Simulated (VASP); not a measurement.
Write the native input for VASP 6.6.1 that does the following.

- Task: single point
- Functional: PBEsol
- Potentials or basis: VASP PAW PBE potentials, release 64 (Zr_sv, C)
- Cutoff: 520 eV
- k mesh: 8 × 8 × 8
- Occupations: gaussian, width 0.1 eV
- Spin: no spin polarisation
- Dipole correction: no
- Further INCAR settings: ALGO = Normal; EDIFF = 1e-06; NBANDS = 15

The structure of ZrC lies in POSCAR:

```
ZrC
1.0
    0.0000000000      2.3333298656      2.3333298656
    2.3333298656      0.0000000000      2.3333298656
    2.3333298656      2.3333298656      0.0000000000
Zr C
1 1
Direct
    0.0000000000      0.0000000000      0.0000000000
    0.5000000000      0.5000000000      0.5000000000
```

These files were run (other wordings do the same):

INCAR

```
SYSTEM = ZrC
  PREC = Accurate
  ENCUT = 520
  EDIFF = 1E-6
  ISMEAR = 0
  SIGMA = 0.1
  LREAL = .FALSE.
  LASPH = .TRUE.
  NELM = 100
  ALGO = Normal
  ISIF = 2
  LWAVE = .FALSE.
  LCHARG = .FALSE.
  GGA = PS
  NBANDS = 15
```

KPOINTS

```
regular mesh
0
G
  8 8 8
  0 0 0
```

Potentials or basis: VASP PAW PBE potentials, release 64 (Zr_sv, C).

Run with:

```sh
$ cat potpaw_PBE.64/Zr_sv/POTCAR potpaw_PBE.64/C/POTCAR > POTCAR
$ mpirun -np 1 vasp_std > vasp.out
```

It gave:

```
Pressure               : 0.7 GPa
Band gap on the k mesh : zero (band 8 reaches 10.70 eV, above the bottom of band 9 at 9.37 eV)
```

Caveat: the PAW data sets were made with another functional, which shifts forces and pressure a little.

Run time: 6.8 s on 1 thread of Intel(R) Xeon(R) 6975P-C (Granite Rapids), on a shared host, peak memory 0.15 GiB.
